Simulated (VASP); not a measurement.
# AlSi16 (a cell with a defect) in VASP: notebook

Runs on AlSi16 (a cell with a defect). Level: PBE. Tasks: single point.

All numbers are computed with VASP 6.6.1; they aren't measurements. Logs are shortened: lines on timing, memory, paths and dates and some standing lists are left out, and cuts for length are marked.

## (1) The cell of the first run

The cell holds a defect, 17 atoms: a = 7.679 Å, b = 7.679 Å, c = 7.679 Å, α = 60.00°, β = 60.00°, γ = 60.00°.

## (2) Single point, PBE, collinear spin, zero start

INCAR reads:

```
SYSTEM = AlSi16
ALGO = Normal ; EDIFF = 1E-6
ENCUT = 520 ; GGA = PE
ISIF = 2 ; ISMEAR = 0
ISPIN = 2 ; LASPH = .True.
LCHARG = .False. ; LORBIT = 11
LREAL = Auto ; LWAVE = .False.
MAGMOM = 0 0 0 0 0 0 0 0 0 0 0 0 0 0 0 0 0 ; NBANDS = 52
NELM = 150 ; PREC = Accurate
SIGMA = 0.05
```

KPOINTS reads:

```
k-points
0
Gamma
  2 2 2
  0 0 0
```

POSCAR reads:

```
AlSi16
1.0
    0.0000000000      5.4300000000      5.4300000000
    5.4300000000      0.0000000000      5.4300000000
    5.4300000000      5.4300000000      0.0000000000
Si Al
16 1
Direct
   -0.0018100368     -0.0022100368     -0.0072584715
    0.1204651934      0.1200357274      0.1231130755
   -0.0011276243     -0.0015635359      0.4979611418
    0.1225949355      0.1221308471      0.6216310313
   -0.0175649171      0.5012452118      0.0008026703
    0.1198703499      0.6228445672      0.1223482505
   -0.0018335175      0.4932644567      0.4972972376
    0.1204914365      0.6235737569      0.6195752302
    0.5016700737     -0.0180093002      0.0008023020
    0.6232541436      0.1194559853      0.1223040516
    0.4937436464     -0.0022834254      0.4972473297
    0.6240076427      0.1200558932      0.6195695212
    0.5002267956      0.4998004604     -0.0006487109
    0.6207824125      0.6203310313      0.1198286372
    0.5017129834      0.5012870166      0.4814846225
    0.6232310313      0.6227774401      0.6190140884
    0.3707259669      0.3702659300      0.8697513812
```

Potentials or basis: VASP PAW PBE potentials, release 64 (Si, Al).

The run is started by

```
$ cat potpaw_PBE.64/Si/POTCAR potpaw_PBE.64/Al/POTCAR > POTCAR
$ mpirun -np 1 vasp_std > vasp.out
```

OUTCAR:

```text
SYSTEM = AlSi16
   EDIFF = 1E-6
   ENCUT = 520
   GGA = PE
   ISIF = 2
   ISMEAR = 0
   ISPIN = 2
   LASPH = .True.
   LORBIT = 11
   LREAL = Auto
   NELM = 150
   PREC = Accurate

 ion  position               nearest neighbor table
   1  0.998  0.998  0.993-   4 2.33   2 2.35  10 2.35   6 2.35
   2  0.120  0.120  0.123-   3 2.35   1 2.35   9 2.39   5 2.39  17 2.72
   3  0.999  0.998  0.498-   4 2.33   2 2.35   8 2.35  12 2.35
   4  0.123  0.122  0.622-   3 2.33   1 2.33   7 2.33  11 2.33
   5  0.982  0.501  0.001-  14 2.27   6 2.39   2 2.39   8 2.39  17 2.43
   6  0.120  0.623  0.122-   1 2.35   7 2.35  13 2.39   5 2.39  17 2.74
   7  0.998  0.493  0.497-   4 2.33   8 2.35  16 2.35   6 2.35
   8  0.120  0.624  0.620-   3 2.35   7 2.35  15 2.39   5 2.39  17 2.72
   9  0.502  0.982  0.001-  14 2.27  10 2.39   2 2.39  12 2.39  17 2.43
  10  0.623  0.119  0.122-   1 2.35  11 2.35  13 2.39   9 2.39  17 2.74
  11  0.494  0.998  0.497-   4 2.33  12 2.35  16 2.35  10 2.35
  12  0.624  0.120  0.620-   3 2.35  11 2.35  15 2.39   9 2.39  17 2.72
  13  0.500  0.500  0.999-  14 2.27  16 2.39  10 2.39   6 2.39  17 2.44
  14  0.621  0.620  0.120-  13 2.27   5 2.27  15 2.27   9 2.27
  15  0.502  0.501  0.481-  14 2.27  16 2.39   8 2.39  12 2.39  17 2.43
  16  0.623  0.623  0.619-   7 2.35  11 2.35  13 2.39  15 2.39  17 2.74
  17  0.371  0.370  0.870-  15 2.43   9 2.43   5 2.43  13 2.44  12 2.72   8 2.72   2 2.72  16 2.74
                            10 2.74   6 2.74

  LATTYP: Found a face centered cubic cell.
 ALAT       =    10.8600000000

  Lattice vectors:

 A1 = (   0.0000000000,   5.4300000000,   5.4300000000)
 A2 = (   5.4300000000,   0.0000000000,   5.4300000000)
 A3 = (   5.4300000000,   5.4300000000,   0.0000000000)

Analysis of symmetry for initial positions (statically):
=====================================================================
 Subroutine PRICEL returns:
 Original cell was already a primitive cell.

 Routine SETGRP: Setting up the symmetry group for a
 face centered cubic supercell.

 Subroutine GETGRP returns: Found  1 space group operations
 (whereof  1 operations were pure point group operations)
 out of a pool of 48 trial point group operations.

The static configuration has the point symmetry C_1 .

Analysis of symmetry for dynamics (positions and initial velocities):
=====================================================================
 Subroutine PRICEL returns:
 Original cell was already a primitive cell.

 Routine SETGRP: Setting up the symmetry group for a
 face centered cubic supercell.

 Subroutine GETGRP returns: Found  1 space group operations
 (whereof  1 operations were pure point group operations)
 out of a pool of 48 trial point group operations.

The dynamic configuration has the point symmetry C_1 .

Analysis of structural, dynamic, and magnetic symmetry:
=====================================================================
 Subroutine PRICEL returns:
 Original cell was already a primitive cell.

 Routine SETGRP: Setting up the symmetry group for a
 face centered cubic supercell.

 Subroutine GETGRP returns: Found  1 space group operations
 (whereof  1 operations were pure point group operations)
 out of a pool of 48 trial point group operations.

The overall configuration has the point symmetry C_1 .

 Subroutine INISYM returns: Found  1 space group operations
 (whereof  1 operations are pure point group operations),
 and found     1 'primitive' translations

----------------------------------------------------------------------------------------

                                     Primitive cell

  volume of cell :     320.2060

  direct lattice vectors                    reciprocal lattice vectors
     0.000000000  5.430000000  5.430000000    -0.092081031  0.092081031  0.092081031
     5.430000000  0.000000000  5.430000000     0.092081031 -0.092081031  0.092081031
     5.430000000  5.430000000  0.000000000     0.092081031  0.092081031 -0.092081031

[... 79 lines left out ...]
   number of dos      NEDOS =    301   number of ions     NIONS =     17
   total plane-waves  NPLWV = 216000
   dimension x,y,z NGX =    60 NGY =   60 NGZ =   60
   dimension x,y,z NGXF=   120 NGYF=  120 NGZF=  120
   ions per type =              16   1
   NGX,Y,Z   is equivalent  to a cutoff of  12.99, 12.99, 12.99 a.u.
   NGXF,Y,Z  is equivalent  to a cutoff of  25.98, 25.98, 25.98 a.u.
 SYSTEM =  AlSi16
   PREC   = accura    normal or accurate (medium, high low for compatibility)
   ISTART =      0    job   : 0-new  1-cont  2-samecut
   ICHARG =      2    charge: 1-file 2-atom 10-const
   ISPIN  =      2    spin polarized calculation?
   LNONCOLLINEAR =      F non collinear calculations
   LSORBIT =      F    spin-orbit coupling
   LASPH  =      T    aspherical Exc in radial PAW
   ENCUT  =  520.0 eV  38.22 Ry    6.18 a.u.  14.28 14.28 14.28*2*pi/ulx,y,z
   NELM   =    150;   NELMIN=  2; NELMDL= -5     # of ELM steps
   EDIFF  = 0.1E-05   stopping-criterion for ELM
   LREAL  =      T    real-space projection
   EDIFFG = 0.1E-04   stopping-criterion for IOM
   NSW    =      0    number of steps for IOM
   IBRION =     -1    ionic relax: 0-MD 1-quasi-New 2-CG
   NFREE  =      0    steps in history (QN), initial steepest desc. (CG)
   ISIF   =      2    stress and relaxation
   ISYM   =      2    0-nonsym 1-usesym 2-fastsym
   POTIM  = 0.5000    time-step for ionic-motion
   TEBEG  =    0.0;   TEEND  =   0.0 temperature during run
   PSTRESS=    0.0 pullay stress
   NELECT =      67.0000    total number of electrons
   NUPDOWN=      -1.0000    fix difference up-down
   EMIN   =  10.00;   EMAX   =-10.00  energy-range for DOS
   EFERMI =   0.00;   METHOD = LEGACY
   ISMEAR =     0;   SIGMA  =   0.05  broadening in eV -4-tet -1-fermi 0-gaus
   EFERMI_NEDOS =   21; number of points for ismear=-14 and -15
   IALGO  =     38    algorithm
   IMIX   =      4    mixing-type and parameters
     AMIX     =   0.40;   BMIX     =  1.00
     AMIX_MAG =   1.60;   BMIX_MAG =  1.00
  volume/ion in A,a.u.               =      18.84       127.11
  Fermi-wavevector in a.u.,A,eV,Ry     =   0.971904  1.836632 12.852022  0.944597
  Thomas-Fermi vector in A             =   2.102159
   LORBIT       =     11    0 simple, 1 ext, 2 COOP (PROOUT), +10 PAW based schemes
   GGA     = PE    functional components
   LHFCALC =     F    Hartree Fock is set to
   AEXX    =    0.0000 exact exchange contribution
   IVDW    =     0    specifies the selected vdW correction
   LEPSILON=     F    determine dielectric tensor
   LRPA    =     F    only Hartree local field effects (RPA)
 spin polarized calculation
 Gauss-broadening in eV      SIGMA  =   0.05
  energy-cutoff  :      520.00
  volume of cell :      320.21
 maximum number of plane-waves:      8646
 NGX is ok and might be reduce to    60
   NGX = 29   NGY = 29   NGZ = 29

 number of electron      67.0000000 magnetization       0.0000025

 number of electron      67.0000000 magnetization      -0.0000097

 Free energy of the ion-electron system (eV)
  ---------------------------------------------------
  ext. energy  EPLUGINS =         0.00000000
  ---------------------------------------------------
  free energy    TOTEN  =       -86.69639314 eV

  energy without entropy =      -86.68934095  energy(sigma->0) =      -86.69286704

 E-fermi :   6.9017     XC(G=0):  -9.6573

 val. band max:        6.9014738893   @ k =   0.0000   0.0000   0.0000
 cond. band min:       6.9019748011   @ k =   0.0000   0.0000   0.0000
 fundamental gap:      0.0005009118
 Fermi energy:         6.9017242272

 spin component 1

 k-point     1 :       0.0000    0.0000    0.0000
  band No.  band energies     occupation
      1      -6.0067      1.00000
      2      -3.5563      1.00000
      3      -3.5370      1.00000
      4      -3.5365      1.00000
      5      -3.5353      1.00000
      6      -2.4032      1.00000
[... 373 lines left out ...]
     44      10.3344      0.00000
     45      10.4597      0.00000
 Fermi energy:         6.9017242272

 spin component 2

 k-point     1 :       0.0000    0.0000    0.0000
  band No.  band energies     occupation
      1      -6.0067      1.00000
      2      -3.5563      1.00000
      3      -3.5370      1.00000
      4      -3.5365      1.00000
      5      -3.5353      1.00000
      6      -2.4032      1.00000
[... 373 lines left out ...]
     44      10.3344      0.00000
     45      10.4597      0.00000
 [bands above 45 left out]

------------------------ aborting loop because EDIFF is reached ----------------------------------------

  FORCE on cell =-STRESS in cart. coord.  units (eV):
  Direction    XX          YY          ZZ          XY          YZ          ZX
  --------------------------------------------------------------------------------------
  -------------------------------------------------------------------------------------
  Total       10.7838915     10.7841816     10.7833494      0.0271039      0.0253285      0.0258728
  in kB       53.9580947     53.9595465     53.9553824      0.1356164      0.1267332      0.1294566
  external PRESSURE =      53.9576746 kB  Pullay stress =       0.0000000 kB

 VOLUME and BASIS-vectors are now :
 -----------------------------------------------------------------------------
  energy-cutoff  :      520.00
  volume of cell :      320.21
      direct lattice vectors                 reciprocal lattice vectors
     0.000000000  5.430000000  5.430000000    -0.092081031  0.092081031  0.092081031
     5.430000000  0.000000000  5.430000000     0.092081031 -0.092081031  0.092081031
     5.430000000  5.430000000  0.000000000     0.092081031  0.092081031 -0.092081031

 POSITION                                       TOTAL-FORCE (eV/Angst)
 -----------------------------------------------------------------------------------
     10.80859     10.81076     10.83817         0.000572      0.001456     -0.010738
      1.32030      1.32263      1.30592        -0.004478     -0.004362     -0.008725
      8.12544      8.12781     10.84539        -0.008838     -0.008024     -0.009123
      4.03863      4.04115      1.32886        -0.006484     -0.007015     -0.006608
      2.72612      5.33898      8.05638        -0.017423      0.016487      0.017547
      4.04640      1.31525      4.03294         0.003482      0.002047      0.002090
[... 9 lines left out ...]
      6.74293      6.74539      6.76583         0.002544      0.002724      0.006312
      6.73329      6.73579      4.02359         0.012239      0.011766      0.011456
 -----------------------------------------------------------------------------------
    total drift:                                0.001495     -0.005985     -0.012903

  FREE ENERGIE OF THE ION-ELECTRON SYSTEM (eV)
  ---------------------------------------------------
  free  energy   TOTEN  =       -86.6963931399 eV

  energy  without entropy=      -86.6893409455  energy(sigma->0) =      -86.69286704

 total charge

# of ion       s       p       d       tot
------------------------------------------
    1        0.746   0.950   0.000   1.696
    2        0.743   0.929   0.000   1.672
    3        0.746   0.949   0.000   1.695
    4        0.736   0.970   0.000   1.706
    5        0.759   0.949   0.000   1.707
    6        0.743   0.930   0.000   1.672
[... 9 lines left out ...]
   16        0.743   0.930   0.000   1.672
   17        0.507   0.335   0.000   0.842
--------------------------------------------------
tot         12.479  15.470   0.000  27.950

 magnetization (x)

# of ion       s       p       d       tot
------------------------------------------
    1       -0.000  -0.000   0.000  -0.000
    2       -0.000   0.000   0.000   0.000
    3        0.000   0.000   0.000   0.000
    4       -0.000  -0.000   0.000  -0.000
    5       -0.000  -0.000   0.000  -0.000
    6       -0.000   0.000   0.000   0.000
[... 9 lines left out ...]
   16       -0.000   0.000   0.000  -0.000
   17       -0.000  -0.000   0.000  -0.000
--------------------------------------------------
tot         -0.000  -0.000   0.000  -0.000
```

Wall time 8.1 min (1 thread of Intel Xeon Platinum 8259CL at 2.50GHz (Skylake/Cascade Lake), shared host); peak memory 0.7 GiB.

Results:

```
Free energy                                           : -86.6964 eV
Pressure                                              : 5.4 GPa
Largest force                                         : 0.030 eV/Å
Net moment                                            : 0.00 μB per cell
Valence electrons inside the program's atomic spheres : Si 1.70, 1.67, 1.71, 1.75 (each value once); Al 0.84
```

Forces in eV/Å, atoms in the order of the input:
```
Si   0.001  0.001 -0.011
Si  -0.004 -0.004 -0.009
Si  -0.009 -0.008 -0.009
Si  -0.006 -0.007 -0.007
Si  -0.017  0.016  0.018
Si   0.003  0.002  0.002
Si   0.000 -0.009  0.001
Si  -0.005 -0.011 -0.005
Si   0.015 -0.018  0.016
Si   0.003  0.005  0.003
Si  -0.007  0.001  0.000
Si  -0.012 -0.006 -0.006
Si  -0.003 -0.004 -0.005
Si   0.011  0.011  0.012
Si   0.016  0.016 -0.019
Si   0.003  0.003  0.006
Al   0.012  0.012  0.011
```

Levels at points of the mesh, in eV from the Fermi level:
Spin up:
```tsv
k point	band 30	band 31	band 32	band 33	band 34	band 35	band 36	band 37
(0.00, 0.00, 0.00)	-1.74	-0.75	-0.75	-0.75	-0.23	-0.22	-0.22	0.00
(0.50, 0.00, 0.00)	-1.57	-1.41	-1.41	-0.61	0.23	0.54	0.55	0.87
(0.00, 0.50, 0.00)	-1.57	-1.41	-1.41	-0.61	0.23	0.54	0.55	0.87
(0.00, 0.00, 0.50)	-1.57	-1.41	-1.41	-0.61	0.23	0.54	0.55	0.87
(0.50, 0.50, 0.50)	-1.57	-1.41	-1.41	-0.60	0.22	0.53	0.53	0.88
(0.50, 0.50, 0.00)	-2.03	-2.02	-1.90	-0.26	0.19	1.09	1.40	1.41
(0.00, 0.50, 0.50)	-2.03	-2.02	-1.90	-0.26	0.19	1.09	1.40	1.41
(0.50, 0.00, 0.50)	-2.03	-2.02	-1.90	-0.26	0.19	1.09	1.40	1.41
```
Spin down:
```
           k point  band 29  band 30  band 31  band 32  band 33  band 34  band 35  band 36  band 37  band 38
(0.00, 0.00, 0.00)    -1.75    -1.74    -0.75    -0.75    -0.75    -0.23    -0.22    -0.22     0.00     0.00
(0.50, 0.00, 0.00)    -1.58    -1.57    -1.41    -1.41    -0.61     0.23     0.54     0.55     0.87     0.87
(0.00, 0.50, 0.00)    -1.58    -1.57    -1.41    -1.41    -0.61     0.23     0.54     0.55     0.87     0.87
(0.00, 0.00, 0.50)    -1.58    -1.57    -1.41    -1.41    -0.61     0.23     0.54     0.55     0.87     0.87
(0.50, 0.50, 0.50)    -1.57    -1.57    -1.41    -1.41    -0.60     0.22     0.53     0.53     0.88     0.88
(0.50, 0.50, 0.00)    -2.15    -2.03    -2.02    -1.90    -0.26     0.19     1.09     1.40     1.41     1.45
(0.00, 0.50, 0.50)    -2.15    -2.03    -2.02    -1.90    -0.26     0.19     1.09     1.40     1.41     1.45
(0.50, 0.00, 0.50)    -2.15    -2.03    -2.02    -1.90    -0.26     0.19     1.09     1.40     1.41     1.45
```

Caveat: the k points lie up to 0.50 Å⁻¹ apart; no moment was typed at the start, so none could form.

## (3) Single point, PBE, collinear spin, zero start

INCAR reads:

```
  PREC = Accurate
  ENCUT = 520
  EDIFF = 1E-6
  ISMEAR = 0
  SIGMA = 0.05
  LREAL = Auto
  LASPH = T
  NELM = 150
  ALGO = Normal
  ISIF = 2
  LWAVE = F
  LCHARG = F
  ISPIN = 2
  MAGMOM = 0 0 0 0 0 0 0 0 0 0 0 0 0 0 0 0 0
  LORBIT = 11
  GGA = PE
  NBANDS = 52
```

KPOINTS reads:

```
Automatic mesh
0
Gamma
  2 2 2
```

POSCAR reads:

```
AlSi16
1.0
    0.0000000000      5.4300000000      5.4300000000
    5.4300000000      0.0000000000      5.4300000000
    5.4300000000      5.4300000000      0.0000000000
Si Al
16 1
Direct
   -0.0124271639      0.0021330571      0.0055516575
    0.1095751381      0.1242408840      0.1424712707
   -0.0113477901      0.0038428177      0.5041663904
    0.1096434622      0.1241817680      0.6245318600
   -0.0124555249      0.5052634438      0.0055765193
    0.1180977901      0.6273589319      0.1276930018
   -0.0123978821      0.5052093002      0.5024755985
    0.1096136280      0.6421478821      0.6245585635
    0.4904222836      0.0022123389      0.0056561694
    0.6128072744      0.1325186924      0.1277221915
    0.4904750460      0.0021566298      0.5024748619
    0.6269442910      0.1244148250      0.6247026703
    0.4892383978      0.5036479742      0.0039639963
    0.6127793738      0.6274569061      0.1277469613
    0.4904534070      0.5053685083      0.5024996317
    0.6128364641      0.6274027624      0.6328381215
    0.2386378453      0.2538485267      0.7541621547
```

Potentials or basis: VASP PAW PBE potentials, release 64 (Si, Al).

The run is started by

```
$ cat potpaw_PBE.64/Si/POTCAR potpaw_PBE.64/Al/POTCAR > POTCAR
$ mpirun -np 1 vasp_std > vasp.out
```

It took 7.2 min on 1 thread of Intel Xeon Platinum 8259CL at 2.50GHz (Skylake/Cascade Lake), shared host; peak memory 0.7 GiB.

It converged, with:

| Quantity | Value |
| --- | --- |
| Free energy | -86.6970 eV |
| Pressure | 5.4 GPa |
| Largest force | 0.022 eV/Å |
| Net moment | 0.00 μB per cell |
| Valence electrons inside the program's atomic spheres | Si 1.67, 1.71, 1.75, 1.70 (each value once); Al 0.84 |

Forces in eV/Å, atoms in the order of the input:
```
Si  -0.001  0.002  0.011
Si  -0.009 -0.018  0.009
Si  -0.001  0.002  0.002
Si   0.018  0.006  0.007
Si  -0.013  0.001  0.000
Si   0.003 -0.003 -0.003
Si  -0.002  0.010  0.002
Si  -0.009  0.008 -0.018
Si  -0.005 -0.013  0.004
Si  -0.003  0.003 -0.004
Si   0.014  0.005  0.005
Si   0.011 -0.012 -0.011
Si   0.002  0.000 -0.001
Si   0.003  0.004  0.003
Si  -0.005  0.004 -0.013
Si  -0.003 -0.004  0.003
Al  -0.001  0.004  0.003
```

Levels at points of the mesh, in eV from the Fermi level:
Spin up:
```
           k point  band 30  band 31  band 32  band 33  band 34  band 35  band 36  band 37
(0.00, 0.00, 0.00)    -1.75    -0.75    -0.75    -0.75    -0.22    -0.22    -0.22     0.00
(0.50, 0.00, 0.00)    -1.57    -1.41    -1.41    -0.61     0.22     0.54     0.54     0.87
(0.00, 0.50, 0.00)    -1.57    -1.41    -1.41    -0.61     0.22     0.54     0.55     0.87
(0.00, 0.00, 0.50)    -1.57    -1.41    -1.41    -0.61     0.22     0.54     0.55     0.87
(0.50, 0.50, 0.50)    -1.57    -1.41    -1.41    -0.61     0.22     0.54     0.54     0.87
(0.50, 0.50, 0.00)    -2.03    -2.03    -1.90    -0.25     0.19     1.09     1.40     1.40
(0.00, 0.50, 0.50)    -2.03    -2.03    -1.90    -0.25     0.19     1.09     1.40     1.40
(0.50, 0.00, 0.50)    -2.03    -2.03    -1.90    -0.26     0.19     1.09     1.40     1.40
```
Spin down:
```tsv
k point	band 30	band 31	band 32	band 33	band 34	band 35	band 36	band 37
(0.00, 0.00, 0.00)	-1.75	-0.75	-0.75	-0.75	-0.22	-0.22	-0.22	0.00
(0.50, 0.00, 0.00)	-1.57	-1.41	-1.41	-0.61	0.22	0.54	0.54	0.87
(0.00, 0.50, 0.00)	-1.57	-1.41	-1.41	-0.61	0.22	0.54	0.55	0.87
(0.00, 0.00, 0.50)	-1.57	-1.41	-1.41	-0.61	0.22	0.54	0.55	0.87
(0.50, 0.50, 0.50)	-1.57	-1.41	-1.41	-0.61	0.22	0.54	0.54	0.87
(0.50, 0.50, 0.00)	-2.03	-2.03	-1.90	-0.25	0.19	1.09	1.40	1.40
(0.00, 0.50, 0.50)	-2.03	-2.03	-1.90	-0.25	0.19	1.09	1.40	1.40
(0.50, 0.00, 0.50)	-2.03	-2.03	-1.90	-0.26	0.19	1.09	1.40	1.40
```

Caveat: the k points lie up to 0.50 Å⁻¹ apart; no moment was typed at the start, so none could form.
